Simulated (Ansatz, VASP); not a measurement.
# One calculation of GeW, two programs

```
Ge W
1.0
     0.00000    2.56031    2.56031
     2.56031    0.00000    2.56031
     2.56031    2.56031    0.00000
Ge W
1 1
Direct
  0.50000 0.50000 0.50000
  0.00000 0.00000 0.00000
```

Alike in both runs: task single point; functional PBE; k mesh 9 × 9 × 9; occupations fermi-dirac, width 0.05 eV; no spin polarisation.

|  | VASP | Ansatz |
| --- | --- | --- |
| version | VASP 6.6.1 | Ansatz 0.2.0 |
| potentials or method | VASP PAW PBE potentials, release 64 (Ge_d, W_sv) | Ansatz PAW soft_1 |
| plane-wave cutoff (eV) | 520 | 420 |
| valence electrons in the cell | 28 | 28 |

```tsv
	VASP	Ansatz	Ansatz less VASP
gap on the k mesh at the Fermi level (eV)	none	none	-
pressure (GPa)	4.1	3.9	-0.23
```

A gap of «none» marks a metal or a gap that the smearing closes.

Neither program's run includes spin-orbit coupling.
